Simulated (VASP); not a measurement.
Write the native input for VASP 6.6.1 that does the following.

```yaml
Task: single point
Functional: PBEsol
Potentials_or_basis: VASP PAW PBE potentials, release 64 (K_sv, I)
Cutoff: 520 eV
k_mesh: 6 × 6 × 6
Occupations: gaussian, width 0.05 eV
Spin: no spin polarisation
Dipole_correction: no
Further_INCAR_settings: ALGO = Normal; EDIFF = 1e-06; NBANDS = 15
```

The structure of KI lies in POSCAR:

```
KI
1.0
    0.0000000000      3.5245500000      3.6655320000
    3.5245500000      0.0000000000      3.6655320000
    3.5245500000      3.5245500000      0.0000000000
K I
1 1
Direct
    0.0000000000      0.0000000000      0.0000000000
    0.5000000000      0.5000000000      0.5000000000
```

This cell differs from its parent crystal: strain +0.0400 x Voigt [0, 0, 1, 0, 0, 0].

The input as run:

INCAR

```
SYSTEM = KI
ALGO = Normal
EDIFF = 1E-6
ENCUT = 520
GGA = PS
ISIF = 2
ISMEAR = 0
LASPH = .True.
LCHARG = .False.
LREAL = .False.
LWAVE = .False.
NBANDS = 15
NELM = 80
PREC = Accurate
SIGMA = 0.05
```

KPOINTS

```
k-points
0
Gamma
  6 6 6
  0 0 0
```

Potentials or basis: VASP PAW PBE potentials, release 64 (K_sv, I).

Launch:

```bash
$ cat potpaw_PBE.64/K_sv/POTCAR potpaw_PBE.64/I/POTCAR > POTCAR
$ mpirun -np 1 vasp_std > vasp.out
```

It gave:

* Pressure: -0.5 GPa
* Band gap on the k mesh: 3.75 eV, direct

Caveat: the cell differs from its parent crystal (strain +0.0400 x Voigt [0, 0, 1, 0, 0, 0]); the PAW data sets were made with another functional, which shifts forces and pressure a little; spin-orbit coupling is left out, which moves the levels of the heavy elements.

It took 45 s on 1 thread of Intel(R) Xeon(R) Platinum 8488C (Sapphire Rapids) (shared host), peak memory 0.25 GiB.
